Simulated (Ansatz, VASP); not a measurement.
## Two plane-wave programs on Hf

```
Hf
1.0
     3.19670    0.00000    0.00000
    -1.59835    2.76842    0.00000
     0.00000    0.00000    5.05780
Hf
2
Cartesian
  0.0000 1.8456 1.0394
  1.5983 0.9228 3.7934
```

Alike in both runs: task single point; functional PBEsol; k mesh 18 × 18 × 10; occupations gaussian, width 0.15 eV; no spin polarisation.

|  | VASP | Ansatz |
| --- | --- | --- |
| version | VASP 6.6.1 | Ansatz 0.2.0 |
| potentials or method | VASP PAW PBE potentials, release 64 (Hf_pv), cutoff 520 eV | scalar-relativistic, plane waves, PAW |
| valence electrons in the cell | 20 | 52 |

Ansatz gave:

```
gap on the k mesh at the Fermi level (eV)                     : none
pressure (GPa)                                                : -1.6
traceless stress, the component that is largest in VASP (GPa) : 1.75
rms of the force components (eV/Å)                            : 0.658
```

**Question.** Which values does VASP return?

**Answer.** gap on the k mesh at the Fermi level (eV): none; pressure (GPa): -2.0; traceless stress, the component that is largest in VASP (GPa): 1.70; rms of the force components (eV/Å): 0.640.

VASP's potentials were made for PBE, not for PBEsol. Atom by atom the forces differ by 0.018 eV/Å (rms over components). A gap of «none» marks a metal or a gap that the smearing closes. VASP's potentials hold 20 valence electrons a cell and Ansatz's 52, so a difference there can come from the potentials and not from the codes.

Spin-orbit coupling is off throughout.
